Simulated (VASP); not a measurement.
A run of VASP 6.6.1:

Contents of INCAR:

```
  ALGO = Normal
  EDIFF = 1E-6
  ENCUT = 520
  GGA = PS
  ISIF = 2
  ISMEAR = -1
  LASPH = T
  LCHARG = F
  LREAL = F
  LWAVE = F
  NBANDS = 18
  NELM = 100
  PREC = Accurate
  SIGMA = 0.05
```

The input KPOINTS:

```
k-points
0
Gamma
  7 7 7
```

File POSCAR:

```
BiTe
1.0
    0.0000000000      3.1689610617      3.1689610617
    3.1689610617      0.0000000000      3.1689610617
    3.1689610617      3.1689610617      0.0000000000
Bi Te
1 1
Direct
    0.0000000000      0.0000000000      0.0000000000
    0.5000000000      0.5000000000      0.5000000000
```

Potentials or basis: VASP PAW PBE potentials, release 64 (Bi_d, Te).

Launch:

```sh
$ cat potpaw_PBE.64/Bi_d/POTCAR potpaw_PBE.64/Te/POTCAR > POTCAR
$ mpirun -np 1 vasp_std > vasp.out
```

Hardware: 1 thread of Intel Xeon 8259CL, on a shared host.

Question: Estimate the wall time of this run.

Answer: Run time: 37 s on 1 thread of Intel Xeon 8259CL (shared host), peak memory 0.21 GiB. Counts: scf iterations 12, k points 20.
